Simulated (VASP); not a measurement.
Input of a VASP 6.6.1 run:

INCAR

```
SYSTEM = Au
PREC = Accurate ; ENCUT = 520
EDIFF = 1E-6 ; ISMEAR = -1
SIGMA = 0.1 ; LREAL = .False.
LASPH = .True. ; NELM = 100
ALGO = Normal ; ISIF = 2
LWAVE = .False. ; LCHARG = .False.
GGA = CA ; NBANDS = 12
```

Contents of KPOINTS:

```
Automatic mesh
0
Gamma
  22 22 22
  0 0 0
```

POSCAR

```
Au
1.0
    0.0000000000      2.1008439325      2.1008439325
    2.1008439325      0.0000000000      2.1008439325
    2.1008439325      2.1008439325      0.0000000000
Au
1
Direct
    0.0000000000      0.0000000000      0.0000000000
```

Potentials or basis: VASP PAW LDA potentials, release 64 (Au).

The run is started by

```console
$ cat potpaw_LDA.64/Au/POTCAR > POTCAR
$ mpirun -np 1 vasp_std > vasp.out
```

Task: Predict the pressure.

Result: -15.4 GPa.
